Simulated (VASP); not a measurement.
GaSb:

```xyz
2
Lattice="0.0000 3.0590 3.0590 3.0590 0.0000 3.0590 3.0590 3.0590 0.0000" Properties=species:S:1:pos:R:3 pbc="T T T"
Sb    4.5885    4.5885    4.5885
Ga    0.0000    0.0000    0.0000
```

Base run:

```yaml
Program: VASP 6.6.1
Functional: b88 exchange, pbe correlation
Potentials_or_basis: VASP PAW PBE potentials, release 64 (Sb, Ga_d)
Cutoff: 500 eV
k_mesh: 8 × 8 × 8
Occupations: fermi-dirac, width 0.05 eV
Spin: no spin polarisation
```

Its results: pressure 2.2 GPa.

Problem. The run is repeated on the same cell with these changes: functional from b88 exchange, pbe correlation to HSE06; cutoff from 500 eV to 520 eV; k mesh from 8 × 8 × 8 to 6 × 6 × 6. What comes out?

Solution. Pressure 0.1 GPa.

Several settings changed at once.

Caveats: the PAW data sets were made with another functional, which shifts forces and pressure a little.
